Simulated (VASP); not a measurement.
# KF (Carobbiite) (Fm-3m) in VASP: a series of runs, part 2 of 3

VASP 6.6.1.

### 3 Single point, PBE

This run uses another cell than the first one, of 19.89 Å³/atom, 1.064 times its volume.

Contents of INCAR:

```
SYSTEM = KF
PREC = Accurate
ENCUT = 520
EDIFF = 1E-6
ISMEAR = 0
SIGMA = 0.02
LREAL = .False.
LASPH = .True.
NELM = 80
ALGO = Normal
ISIF = 2
LWAVE = .False.
LCHARG = .False.
GGA = PE
NBANDS = 15
```

Contents of KPOINTS:

```
Automatic mesh
0
Gamma
  8 8 8
  0 0 0
```

Contents of POSCAR:

```
KF
1.0
    0.0000000000      2.7093664300      2.7093664300
    2.7093664300      0.0000000000      2.7093664300
    2.7093664300      2.7093664300      0.0000000000
K F
1 1
Direct
    0.0000000000      0.0000000000      0.0000000000
    0.5000000000      0.5000000000      0.5000000000
```

Potentials or basis: VASP PAW PBE potentials, release 64 (K_sv, F).

Launch:

```sh
> cat potpaw_PBE.64/K_sv/POTCAR potpaw_PBE.64/F/POTCAR > POTCAR
> mpirun -np 1 vasp_std > vasp.out
```

OUTCAR:

```text
SYSTEM = KF
   PREC = Accurate
   ENCUT = 520
   EDIFF = 1E-6
   ISMEAR = 0
   LREAL = .False.
   LASPH = .True.
   NELM = 80
   ISIF = 2
   GGA = PE

 ion  position               nearest neighbor table
   1  0.000  0.000  0.000-   2 2.71   2 2.71   2 2.71   2 2.71   2 2.71   2 2.71
   2  0.500  0.500  0.500-   1 2.71   1 2.71   1 2.71   1 2.71   1 2.71   1 2.71

  LATTYP: Found a face centered cubic cell.
 ALAT       =     5.4187328600

  Lattice vectors:

 A1 = (   0.0000000000,   2.7093664300,   2.7093664300)
 A2 = (   2.7093664300,   0.0000000000,   2.7093664300)
 A3 = (   2.7093664300,   2.7093664300,   0.0000000000)

Analysis of symmetry for initial positions (statically):
=====================================================================
 Subroutine PRICEL returns:
 Original cell was already a primitive cell.

 Routine SETGRP: Setting up the symmetry group for a
 face centered cubic supercell.

 Subroutine GETGRP returns: Found 48 space group operations
 (whereof 48 operations were pure point group operations)
 out of a pool of 48 trial point group operations.

The static configuration has the point symmetry O_h .

Analysis of symmetry for dynamics (positions and initial velocities):
=====================================================================
 Subroutine PRICEL returns:
 Original cell was already a primitive cell.

 Routine SETGRP: Setting up the symmetry group for a
 face centered cubic supercell.

 Subroutine GETGRP returns: Found 48 space group operations
 (whereof 48 operations were pure point group operations)
 out of a pool of 48 trial point group operations.

The dynamic configuration has the point symmetry O_h .

 Subroutine INISYM returns: Found 48 space group operations
 (whereof 48 operations are pure point group operations),
 and found     1 'primitive' translations

----------------------------------------------------------------------------------------

                                     Primitive cell

  volume of cell :      39.7771

  direct lattice vectors                    reciprocal lattice vectors
     0.000000000  2.709366430  2.709366430    -0.184544990  0.184544990  0.184544990
[... 121 lines left out ...]
 maximum number of plane-waves:      1090
   NGX = 15   NGY = 15   NGZ = 15

 number of electron      15.9999983 magnetization

 Free energy of the ion-electron system (eV)
  ---------------------------------------------------
  ext. energy  EPLUGINS =         0.00000000
  ---------------------------------------------------
  free energy    TOTEN  =        -8.29920302 eV

  energy without entropy =       -8.29920302  energy(sigma->0) =       -8.29920302

 E-fermi :  -2.8211     XC(G=0):  -8.2160

 val. band max:       -2.9119967783   @ k =   0.0000   0.0000   0.0000
 cond. band min:       3.0396257008   @ k =   0.0000   0.0000   0.0000
 fundamental gap:      5.9516224791
 Fermi energy:        -2.8210679194

 k-point     1 :       0.0000    0.0000    0.0000
  band No.  band energies     occupation
      1     -29.1684      2.00000
      2     -21.5463      2.00000
      3     -12.4473      2.00000
      4     -12.4473      2.00000
      5     -12.4473      2.00000
      6      -2.9120      2.00000
      7      -2.9120      2.00000
      8      -2.9120      2.00000
      9       3.0396      0.00000
     10       7.6488      0.00000
     11       7.6488      0.00000
     12       7.6488      0.00000
     13       9.2657      0.00000
     14       9.2657      0.00000
[... 401 lines left out ...]
      2     -21.5945      2.00000
      3     -12.7330      2.00000
      4     -12.6364      2.00000
      5     -12.5140      2.00000
      6      -3.4525      2.00000
      7      -3.1714      2.00000
      8      -3.1562      2.00000
      9       6.3179      0.00000
     10       6.9736      0.00000
     11       8.5293      0.00000
     12       9.5853      0.00000
     13      10.7855      0.00000
     14      11.7738      0.00000
     15      11.9335      0.00000

 [... further k-points ...]

------------------------ aborting loop because EDIFF is reached ----------------------------------------

  FORCE on cell =-STRESS in cart. coord.  units (eV):
  Direction    XX          YY          ZZ          XY          YZ          ZX
  --------------------------------------------------------------------------------------
  -------------------------------------------------------------------------------------
  Total        0.0110844      0.0110844      0.0110844      0.0000000      0.0000000      0.0000000
  in kB        0.4464658      0.4464658      0.4464658      0.0000000      0.0000000      0.0000000
  external PRESSURE =       0.4464658 kB  Pullay stress =       0.0000000 kB

 VOLUME and BASIS-vectors are now :
 -----------------------------------------------------------------------------
  energy-cutoff  :      520.00
  volume of cell :       39.78
      direct lattice vectors                 reciprocal lattice vectors
     0.000000000  2.709366430  2.709366430    -0.184544990  0.184544990  0.184544990
     2.709366430  0.000000000  2.709366430     0.184544990 -0.184544990  0.184544990
     2.709366430  2.709366430  0.000000000     0.184544990  0.184544990 -0.184544990

 POSITION                                       TOTAL-FORCE (eV/Angst)
 -----------------------------------------------------------------------------------
      0.00000      0.00000      0.00000         0.000000      0.000000      0.000000
      2.70937      2.70937      2.70937        -0.000000     -0.000000     -0.000000
 -----------------------------------------------------------------------------------
    total drift:                                0.000000      0.000000      0.000000

  FREE ENERGIE OF THE ION-ELECTRON SYSTEM (eV)
  ---------------------------------------------------
  free  energy   TOTEN  =        -8.2992030206 eV

  energy  without entropy=       -8.2992030206  energy(sigma->0) =       -8.29920302
```

Wall time 21 s (1 thread of AMD EPYC 7R43 (Zen 3), shared host); peak memory 0.13 GiB.

What came out:

```
Free energy            : -8.2992 eV
Pressure               : 0.0 GPa
Band gap on the k mesh : 5.95 eV, direct
```

A k mesh can miss the band edges. A hybrid or GW would open this gap; PBE tends to underestimate it.

### 4 Single point, PBE (volume scaled by 1.03)

Contents of INCAR:

```
SYSTEM = KF
ALGO     = Normal         ! electronic algorithm
EDIFF    = 1E-6           ! SCF threshold, eV
ENCUT    = 520            ! plane-wave cutoff, eV
GGA      = PE             ! functional
ISIF     = 2              ! what is computed and relaxed
ISMEAR   = 0              ! smearing method
LASPH    = .TRUE.         ! aspherical terms in the spheres
LCHARG   = .FALSE.        ! write CHGCAR
LREAL    = .FALSE.        ! projectors in reciprocal space
LWAVE    = .FALSE.        ! write WAVECAR
NBANDS   = 15             ! bands
NELM     = 100            ! most SCF steps
PREC     = Accurate       ! precision mode
SIGMA    = 0.02           ! smearing width, eV
```

Contents of KPOINTS:

```
k-points
0
G
  8 8 8
  0 0 0
```

Contents of POSCAR:

```
KF
1.0
    0.0000000000      2.7361935849      2.7361935849
    2.7361935849      0.0000000000      2.7361935849
    2.7361935849      2.7361935849      0.0000000000
K F
1 1
Direct
    0.0000000000      0.0000000000      0.0000000000
    0.5000000000      0.5000000000      0.5000000000
```

Potentials or basis: VASP PAW PBE potentials, release 64 (K_sv, F).

Launch:

```sh
> cat potpaw_PBE.64/K_sv/POTCAR potpaw_PBE.64/F/POTCAR > POTCAR
> mpirun -np 1 vasp_std > vasp.out
```

OUTCAR:

```text
SYSTEM = KF
   EDIFF = 1E-6
   ENCUT = 520
   GGA = PE
   ISIF = 2
   ISMEAR = 0
   LASPH = .TRUE.
   LREAL = .FALSE.
   NELM = 100
   PREC = Accurate

 ion  position               nearest neighbor table
   1  0.000  0.000  0.000-   2 2.74   2 2.74   2 2.74   2 2.74   2 2.74   2 2.74
   2  0.500  0.500  0.500-   1 2.74   1 2.74   1 2.74   1 2.74   1 2.74   1 2.74

  LATTYP: Found a face centered cubic cell.
 ALAT       =     5.4723871698

  Lattice vectors:

 A1 = (   0.0000000000,   2.7361935849,   2.7361935849)
 A2 = (   2.7361935849,   0.0000000000,   2.7361935849)
 A3 = (   2.7361935849,   2.7361935849,   0.0000000000)

Analysis of symmetry for initial positions (statically):
=====================================================================
 Subroutine PRICEL returns:
 Original cell was already a primitive cell.

 Routine SETGRP: Setting up the symmetry group for a
 face centered cubic supercell.

 Subroutine GETGRP returns: Found 48 space group operations
 (whereof 48 operations were pure point group operations)
 out of a pool of 48 trial point group operations.

The static configuration has the point symmetry O_h .

Analysis of symmetry for dynamics (positions and initial velocities):
=====================================================================
 Subroutine PRICEL returns:
 Original cell was already a primitive cell.

 Routine SETGRP: Setting up the symmetry group for a
 face centered cubic supercell.

 Subroutine GETGRP returns: Found 48 space group operations
 (whereof 48 operations were pure point group operations)
 out of a pool of 48 trial point group operations.

The dynamic configuration has the point symmetry O_h .

 Subroutine INISYM returns: Found 48 space group operations
 (whereof 48 operations are pure point group operations),
 and found     1 'primitive' translations

----------------------------------------------------------------------------------------

                                     Primitive cell

  volume of cell :      40.9704

  direct lattice vectors                    reciprocal lattice vectors
     0.000000000  2.736193585  2.736193585    -0.182735609  0.182735609  0.182735609
     2.736193585  0.000000000  2.736193585     0.182735609 -0.182735609  0.182735609
     2.736193585  2.736193585  0.000000000     0.182735609  0.182735609 -0.182735609

  length of vectors
     3.869562077  3.869562077  3.869562077     0.316507358  0.316507358  0.316507358

  position of ions in fractional coordinates (direct lattice)
     0.000000000  0.000000000  0.000000000
     0.500000000  0.500000000  0.500000000

  ion indices of the primitive-cell ions
   primitive index   ion index
                 1           1
                 2           2

----------------------------------------------------------------------------------------

 KPOINTS: k-points

Automatic generation of k-mesh.
 Grid dimensions read from file:
 generate k-points for:    8    8    8

 Generating k-lattice:

  Cartesian coordinates                     Fractional coordinates (reciprocal lattice)
[... 40 lines left out ...]
 -0.375000  0.250000  0.125000     24.000000
 [... further k-points ...]
   k-points           NKPTS =     29   k-points in BZ     NKDIM =     29   number of bands    NBANDS=     15
   number of dos      NEDOS =    301   number of ions     NIONS =      2
   total plane-waves  NPLWV =  27000
   dimension x,y,z NGX =    30 NGY =   30 NGZ =   30
   dimension x,y,z NGXF=    60 NGYF=   60 NGZF=   60
   ions per type =               1   1
   NGX,Y,Z   is equivalent  to a cutoff of  12.89, 12.89, 12.89 a.u.
   NGXF,Y,Z  is equivalent  to a cutoff of  25.78, 25.78, 25.78 a.u.
 SYSTEM =  KF
   PREC   = accura    normal or accurate (medium, high low for compatibility)
   ISTART =      0    job   : 0-new  1-cont  2-samecut
   ICHARG =      2    charge: 1-file 2-atom 10-const
   ISPIN  =      1    spin polarized calculation?
   LNONCOLLINEAR =      F non collinear calculations
   LSORBIT =      F    spin-orbit coupling
   LASPH  =      T    aspherical Exc in radial PAW
   ENCUT  =  520.0 eV  38.22 Ry    6.18 a.u.   7.19  7.19  7.19*2*pi/ulx,y,z
   NELM   =    100;   NELMIN=  2; NELMDL= -5     # of ELM steps
   EDIFF  = 0.1E-05   stopping-criterion for ELM
   LREAL  =      F    real-space projection
   EDIFFG = 0.1E-04   stopping-criterion for IOM
   NSW    =      0    number of steps for IOM
   IBRION =     -1    ionic relax: 0-MD 1-quasi-New 2-CG
   NFREE  =      0    steps in history (QN), initial steepest desc. (CG)
   ISIF   =      2    stress and relaxation
   ISYM   =      2    0-nonsym 1-usesym 2-fastsym
   POTIM  = 0.5000    time-step for ionic-motion
   TEBEG  =    0.0;   TEEND  =   0.0 temperature during run
   PSTRESS=    0.0 pullay stress
   NELECT =      16.0000    total number of electrons
   NUPDOWN=      -1.0000    fix difference up-down
   EMIN   =  10.00;   EMAX   =-10.00  energy-range for DOS
   EFERMI =   0.00;   METHOD = LEGACY
   ISMEAR =     0;   SIGMA  =   0.02  broadening in eV -4-tet -1-fermi 0-gaus
   EFERMI_NEDOS =   21; number of points for ismear=-14 and -15
   IALGO  =     38    algorithm
   IMIX   =      4    mixing-type and parameters
     AMIX     =   0.40;   BMIX     =  1.00
     AMIX_MAG =   1.60;   BMIX_MAG =  1.00
  volume/ion in A,a.u.               =      20.49       138.24
  Fermi-wavevector in a.u.,A,eV,Ry     =   1.196625  2.261293 19.482331  1.431911
  Thomas-Fermi vector in A             =   2.332560
   LORBIT       =      0    0 simple, 1 ext, 2 COOP (PROOUT), +10 PAW based schemes
   GGA     = PE    functional components
   LHFCALC =     F    Hartree Fock is set to
   AEXX    =    0.0000 exact exchange contribution
   IVDW    =     0    specifies the selected vdW correction
   LEPSILON=     F    determine dielectric tensor
   LRPA    =     F    only Hartree local field effects (RPA)
 non-spin polarized calculation
 Gauss-broadening in eV      SIGMA  =   0.02
  energy-cutoff  :      520.00
  volume of cell :       40.97
 maximum number of plane-waves:      1124
 NGX is ok and might be reduce to    30
   NGX = 15   NGY = 15   NGZ = 15

 number of electron      15.9999994 magnetization

 Free energy of the ion-electron system (eV)
  ---------------------------------------------------
  ext. energy  EPLUGINS =         0.00000000
  ---------------------------------------------------
  free energy    TOTEN  =        -8.29779967 eV

  energy without entropy =       -8.29779967  energy(sigma->0) =       -8.29779967

 E-fermi :  -2.8094     XC(G=0):  -8.0856

 val. band max:       -2.9826908655   @ k =   0.0000   0.0000   0.0000
 cond. band min:       2.8239956194   @ k =   0.0000   0.0000   0.0000
 fundamental gap:      5.8066864850
 Fermi energy:        -2.8094264650

 k-point     1 :       0.0000    0.0000    0.0000
  band No.  band energies     occupation
      1     -29.3268      2.00000
      2     -21.6007      2.00000
      3     -12.6231      2.00000
      4     -12.6231      2.00000
      5     -12.6231      2.00000
      6      -2.9827      2.00000
      7      -2.9827      2.00000
      8      -2.9827      2.00000
      9       2.8240      0.00000
     10       7.4921      0.00000
     11       7.4921      0.00000
     12       7.4921      0.00000
     13       9.0716      0.00000
     14       9.0716      0.00000
[... 401 lines left out ...]
      2     -21.6404      2.00000
      3     -12.8865      2.00000
      4     -12.7953      2.00000
      5     -12.6857      2.00000
      6      -3.5038      2.00000
      7      -3.2291      2.00000
      8      -3.2190      2.00000
      9       6.1271      0.00000
     10       6.7557      0.00000
     11       8.2970      0.00000
     12       9.3588      0.00000
     13      10.5209      0.00000
     14      11.4697      0.00000
     15      11.5714      0.00000

 [... further k-points ...]

------------------------ aborting loop because EDIFF is reached ----------------------------------------

  FORCE on cell =-STRESS in cart. coord.  units (eV):
  Direction    XX          YY          ZZ          XY          YZ          ZX
  --------------------------------------------------------------------------------------
  -------------------------------------------------------------------------------------
  Total       -0.1979593     -0.1979593     -0.1979593      0.0000000     -0.0000000     -0.0000000
  in kB       -7.7413393     -7.7413393     -7.7413393      0.0000000     -0.0000000     -0.0000000
  external PRESSURE =      -7.7413393 kB  Pullay stress =       0.0000000 kB

 VOLUME and BASIS-vectors are now :
 -----------------------------------------------------------------------------
  energy-cutoff  :      520.00
  volume of cell :       40.97
      direct lattice vectors                 reciprocal lattice vectors
     0.000000000  2.736193585  2.736193585    -0.182735609  0.182735609  0.182735609
     2.736193585  0.000000000  2.736193585     0.182735609 -0.182735609  0.182735609
     2.736193585  2.736193585  0.000000000     0.182735609  0.182735609 -0.182735609

 POSITION                                       TOTAL-FORCE (eV/Angst)
 -----------------------------------------------------------------------------------
      0.00000      0.00000      0.00000         0.000000      0.000000      0.000000
      2.73619      2.73619      2.73619        -0.000000     -0.000000     -0.000000
 -----------------------------------------------------------------------------------
    total drift:                                0.000000      0.000000      0.000000

  FREE ENERGIE OF THE ION-ELECTRON SYSTEM (eV)
  ---------------------------------------------------
  free  energy   TOTEN  =        -8.2977996746 eV

  energy  without entropy=       -8.2977996746  energy(sigma->0) =       -8.29779967
```

Run time: 24 s. Hardware: 1 thread of AMD EPYC 7R43 (Zen 3), shared host; peak memory 0.14 GiB.

What came out:

- Free energy: -8.2978 eV
- Pressure: -0.8 GPa
- Band gap on the k mesh: 5.81 eV, direct

Caveat: the cell differs from its parent crystal (volume scaled by 1.03).

(Part 2 of 3 ends here.)
